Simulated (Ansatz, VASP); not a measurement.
# One calculation of Si, two programs

```
CELL_PARAMETERS angstrom
0.00000 2.73298 2.73298
2.73298 0.00000 2.73298
2.73298 2.73298 0.00000
ATOMIC_POSITIONS crystal
Si 0.00000 0.00000 0.00000
Si 0.25000 0.25000 0.25000
```

Alike in both runs: task single point; functional r2SCAN; k mesh 12 × 12 × 12; no spin polarisation.

|  | VASP | Ansatz |
| --- | --- | --- |
| version | VASP 6.6.1 | Ansatz 0.2.0 |
| potentials or method | VASP PAW PBE potentials, release 64 (Si), cutoff 520 eV | scalar-relativistic, plane waves, PAW |
| occupations | gaussian, width 0.01 eV | fixed |
| valence electrons in the cell | 8 | 8 |

```csv
,VASP,Ansatz,Ansatz less VASP
gap on the k mesh at the Fermi level (eV),0.81,0.79,-0.014
least direct gap on the mesh (eV),2.75,2.73,-0.015
pressure (GPa),-1.4,-1.1,+0.23
```

VASP's potentials were made for PBE, not for r2SCAN.
